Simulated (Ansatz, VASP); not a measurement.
## Two plane-wave programs on TiC

```xyz
2
Lattice="0.0000 2.1665 2.1665 2.1665 0.0000 2.1665 2.1665 2.1665 0.0000" Properties=species:S:1:pos:R:3 pbc="T T T"
Ti    0.0000    0.0000    0.0000
C     2.1665    2.1665    2.1665
```

Alike in both runs: task single point; functional PBE; k mesh 24 × 24 × 24; occupations gaussian, width 0.15 eV; no spin polarisation.

```csv
,VASP,Ansatz
version,VASP 6.6.1,Ansatz 0.2.0
potentials or method,"VASP PAW PBE potentials, release 64 (Ti_sv, C), cutoff 520 eV","scalar-relativistic, plane waves, PAW"
valence electrons in the cell,16,16
```

|  | VASP | Ansatz | Ansatz less VASP |
| --- | --- | --- | --- |
| gap on the k mesh at the Fermi level (eV) | none | none | - |
| pressure (GPa) | 0.2 | 0.0 | -0.21 |

A gap of «none» marks a metal or a gap that the smearing closes. With one functional, cell and mesh, what is left measures potentials, basis and numerics.
